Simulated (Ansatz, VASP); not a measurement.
## Two plane-wave programs on Sc2As3Se3

```xyz
8
Lattice="-3.0903 3.0903 5.3978 3.0903 -3.0903 5.3978 3.0903 3.0903 -5.3978" Properties=species:S:1:pos:R:3 pbc="T T T"
Sc    0.0000    3.0903    2.6989
Sc    3.0903    0.0000    2.6989
As    0.0000    0.0000    5.3978
As    0.0000    0.0000    3.2870
As    0.0000    0.0000    7.5086
Se    0.0000    3.0903    0.0000
Se    3.0903    0.0000    0.0000
Se    0.0000    0.0000    0.0000
```

Alike in both runs: task relaxation of cell and atoms; functional PBE; k mesh 4 × 4 × 4; occupations gaussian, width 0.2 eV; no spin polarisation.

|  | VASP | Ansatz |
| --- | --- | --- |
| version | VASP 6.6.1 | Ansatz 0.2.0 |
| potentials or method | VASP PAW PBE potentials, release 64 (Sc_sv, As, Se), cutoff 600 eV | scalar-relativistic, plane waves, PAW |
| valence electrons in the cell | 55 | 115 |

Ansatz gave:

```
gap on the k mesh at the Fermi level, each at its own relaxed structure (eV) : none
relaxed volume (Å³/atom)                                                     : 21.90
relaxed length of the cell vector where the two differ most in proportion (Å)              : 6.943
```

Task: Which values does VASP return?

Result: gap on the k mesh at the Fermi level, each at its own relaxed structure (eV): none; relaxed volume (Å³/atom): 22.03; relaxed length of the cell vector where the two differ most in proportion (Å): 6.957.

A gap of «none» marks a metal or a gap that the smearing closes. VASP's potentials hold 55 valence electrons a cell and Ansatz's 115, so a difference there can come from the potentials and not from the codes.
